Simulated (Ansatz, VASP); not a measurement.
**Sn2Ir in VASP and in Ansatz**

```
CELL_PARAMETERS angstrom
4.45750 0.00000 0.00000
-2.22875 3.86031 0.00000
0.00000 0.00000 21.45930
ATOMIC_POSITIONS crystal
Sn 0.00000 0.00000 0.37477
Sn 0.66667 0.33333 0.45737
Sn 0.33333 0.66667 0.54263
Sn 0.00000 0.00000 0.62523
Ir 0.33333 0.66667 0.41767
Ir 0.66667 0.33333 0.58233
```

Alike in both runs: functional LDA; k mesh 9 × 9 × 1; occupations fermi-dirac, width 0.08 eV; no spin polarisation.

Ansatz relaxed the structure, and its values are those at the end. VASP's run is a single point on that final structure, the one shown.

```csv
,VASP,Ansatz
version,VASP 6.6.1,Ansatz 0.2.0
potentials or method,"VASP PAW LDA potentials, release 64 (Sn_d, Ir), cutoff 520 eV","all-electron LAPW, scalar-relativistic"
```

Ansatz gave:

- rms of the force components (eV/Å): 0.001

Q: Estimate VASP's values.

A: rms of the force components (eV/Å): 0.013.

LDA's correlation is that of Perdew and Zunger in VASP and of Perdew and Wang (1992) in Ansatz. Ansatz ran all-electron here, and VASP with PAW potentials.

Spin-orbit coupling is off throughout.
